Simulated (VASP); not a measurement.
Crystal: GaSb.

```
CELL_PARAMETERS angstrom
0.00000 3.06588 3.06588
3.06588 0.00000 3.06588
3.06588 3.06588 0.00000
ATOMIC_POSITIONS crystal
Ga 0.00000 0.00000 0.00000
Sb 0.25000 0.25000 0.25000
```

Program: VASP 6.6.1. Alike in all runs: task single point; potentials or basis VASP PAW PBE potentials, release 64 (Ga_d, Sb); no spin polarisation; cell as given; cutoff (eV) 520; smearing fermi-dirac 0.02 eV.

**Question.** Order these runs on this cell by their band gap on the k mesh, lowest first.
A. level PBE0; k mesh 4 × 4 × 4; grid for exact exchange (PRECFOCK) Normal
B. level PBE-based global hybrid; k mesh 4 × 4 × 4; grid for exact exchange (PRECFOCK) Normal; share of exact exchange 0.5
C. level PBE-based screened hybrid; k mesh 4 × 4 × 4; grid for exact exchange (PRECFOCK) Normal; screening parameter 0.3 1/Å; share of exact exchange 0.35
D. level HSE06; k mesh 4 × 4 × 4; grid for exact exchange (PRECFOCK) Normal; screening parameter 0.2079 1/Å
E. level PBE; k mesh 6 × 6 × 6

**Answer.** E (metal), D (0.85 eV), C (1.01 eV), A (1.54 eV), B (3.47 eV).

Caveats: some runs use coarse meshes; spin-orbit coupling is left out, which moves the levels of the heavy elements.

A k mesh can miss the band edges.
